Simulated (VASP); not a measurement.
NaCl: single point with PBE

Crystal: NaCl.

```
Na Cl
1.0
     5.72000    0.00000    0.00000
     0.00000    5.72000    0.00000
     0.00000    0.00000    5.72000
Na Cl
8 8
Direct
  0.00000 0.00000 0.00000
  0.00000 0.00000 0.50000
  0.00000 0.50000 0.00000
  0.00000 0.50000 0.50000
  0.50000 0.00000 0.00000
  0.50000 0.00000 0.50000
  0.50000 0.50000 0.00000
  0.50000 0.50000 0.50000
  0.25000 0.25000 0.25000
  0.25000 0.25000 0.75000
  0.25000 0.75000 0.25000
  0.25000 0.75000 0.75000
  0.75000 0.25000 0.25000
  0.75000 0.25000 0.75000
  0.75000 0.75000 0.25000
  0.75000 0.75000 0.75000
```

```
Program                : VASP 6.6.1
Task                   : single point
Functional             : PBE
Potentials or basis    : VASP PAW PBE potentials, release 64 (Na_pv, Cl)
Cutoff                 : 500 eV
k mesh                 : 2 × 2 × 2
Occupations            : gaussian, width 0.01 eV
Spin                   : no spin polarisation
Dipole correction      : no
Further INCAR settings : ALGO = Normal; EDIFF = 1e-06; NBANDS = 70
```

```
Pressure               : 66.2 GPa
Band gap on the k mesh : 4.39 eV
```

Levels at points of the mesh, in eV from the valence-band top:
| k point | band 52 | band 53 | band 54 | band 55 | band 56 | band 57 | band 58 | band 59 | band 60 | band 61 |
| --- | --- | --- | --- | --- | --- | --- | --- | --- | --- | --- |
| (0.00, 0.00, 0.00) | -0.79 | -0.79 | 0.00 | 0.00 | 0.00 | 4.39 | 4.39 | 4.39 | 6.32 | 6.32 |
| (0.50, 0.00, 0.00) | -1.04 | -0.42 | -0.42 | -0.42 | -0.42 | 5.26 | 5.26 | 7.08 | 7.08 | 7.08 |
| (0.50, 0.50, 0.00) | -2.93 | -0.75 | -0.75 | -0.75 | -0.75 | 7.47 | 7.47 | 7.47 | 7.47 | 7.95 |
| (0.50, 0.50, 0.50) | -3.56 | -3.56 | -3.56 | -3.56 | -3.56 | 9.48 | 9.48 | 9.48 | 9.48 | 9.48 |

It took 89 s on 1 thread of Intel Xeon 8259CL, on a shared host, peak memory 0.26 GiB.

Caveat: the k points lie up to 0.55 Å⁻¹ apart.
